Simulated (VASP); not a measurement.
Input of a VASP 6.6.1 run:

INCAR

```
PREC = Accurate ; ENCUT = 700
EDIFF = 1E-6 ; ISMEAR = 0
SIGMA = 0.1 ; LREAL = False
LASPH = True ; NELM = 120
ALGO = Normal ; ISIF = 2
LWAVE = False ; LCHARG = False
GGA = CA ; NBANDS = 16
GGA_COMPAT = False
```

Contents of KPOINTS:

```
Automatic mesh
0
Gamma
  24 24 20
```

Contents of POSCAR:

```
TaN
1.0
    2.9065583713      0.0000000000      0.0000000000
   -1.4532791856      2.5171533871      0.0000000000
    0.0000000000      0.0000000000      2.8514950314
Ta N
1 1
Direct
    0.0000000000      0.0000000000      0.5000000000
    0.6666666667      0.3333333333      0.0000000000
```

Potentials or basis: VASP PAW LDA potentials, release 64 (Ta_sv_GW, N).

Run with:

```bash
$ cat potpaw_LDA.64/Ta_sv_GW/POTCAR potpaw_LDA.64/N/POTCAR > POTCAR
$ mpirun -np 1 vasp_std > vasp.out
```

(1) Estimate the pressure.

(2) Estimate the band gap on the k mesh.

Results:

(1) 1.2 GPa.

(2) zero (bands 9 and 10 overlap by 0.51 eV).

Caveat: spin-orbit coupling is left out, which moves the levels of the heavy elements.
